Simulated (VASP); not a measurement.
Set up this calculation in VASP 6.6.1, as the native input.

```yaml
Task: single point
Functional: PBE
Potentials_or_basis: VASP PAW PBE potentials, release 64 (Ba_sv, F, Na_pv)
Cutoff: 520 eV
k_mesh: 1 × 1 × 1
Occupations: fermi-dirac, width 0.1181 eV
Spin: no spin polarisation
Dipole_correction: no
Further_INCAR_settings: LREAL = Auto; ALGO = Normal; EDIFF = 1e-06; NBANDS = 105; ISYM = 0
```

The structure of Ba5Na4F14 lies in POSCAR:

```
Ba5Na4F14
1.0
    7.5902190000      0.3427840000      0.0528720000
    0.3427840000      7.5783980000     -0.1247070000
    0.0528720000     -0.1247070000      7.4653180000
Ba F Na
5 14 4
Direct
    0.6208472780      0.2623527267      0.5789241375
    0.8389226422      0.3766738823      0.0809245302
    0.3383698274      0.9506045807      0.3743544154
    1.0498044584      0.8148644218      0.8028023771
    0.9148209091      0.8296961424      0.3260968261
    0.3351073002      0.7983646751      0.9918022073
    0.9158257962      0.4418696388      0.3613784028
    0.7528818578      0.4960841023      0.7269088591
    0.8005821370      0.7550375095     -0.0211175085
    0.3947472899      0.4552667826      0.7469823624
    0.2145573933      0.7155141270      0.5227266329
    0.7748750296      0.1304905460      0.8393999950
    0.5727098593      0.9455084405      0.6609657091
    0.0478552431      0.0535920612      0.1433598814
   -0.0003531775      0.0582877990      0.5706341739
    0.5344868641      0.5571502248      0.2623404848
    0.0678678346      0.4853201979     -0.0956030918
    0.6414822586      0.0753267780      0.2623762747
    0.2988974301      0.2646131453      0.2685333440
    0.5501360163      0.6724562914      0.6734925713
    0.5675127713      0.9552384936      1.0087628406
    0.3195846342      0.4372585347      0.0600584089
    0.0896982412      0.4315969009      0.5522241155
```

These files were run (other wordings do the same):

INCAR

```
SYSTEM = Ba5Na4F14
ALGO = Normal
EDIFF = 1E-6
ENCUT = 520
GGA = PE
ISIF = 2
ISMEAR = -1
ISYM = 0
LASPH = .TRUE.
LCHARG = .FALSE.
LREAL = Auto
LWAVE = .FALSE.
NBANDS = 105
NELM = 60
PREC = Accurate
SIGMA = 0.1181
```

KPOINTS

```
k-points
0
G
  1 1 1
  0 0 0
```

Potentials or basis: VASP PAW PBE potentials, release 64 (Ba_sv, F, Na_pv).

Launch:

```sh
$ cat potpaw_PBE.64/Ba_sv/POTCAR potpaw_PBE.64/F/POTCAR potpaw_PBE.64/Na_pv/POTCAR > POTCAR
$ mpirun -np 1 vasp_gam > vasp.out
```

Results of the run:

```
Pressure      : 3.7 GPa
Largest force : 3.380 eV/Å
```

Caveat: the k points lie up to 0.84 Å⁻¹ apart, too coarse for converged energies, forces and pressures; the atoms stand as in a frame of molecular dynamics.

It took 88 s on 1 thread of Intel(R) Xeon(R) Platinum 8259CL CPU @ 2.50GHz (Skylake/Cascade Lake), with other jobs on the host, peak memory 0.42 GiB.
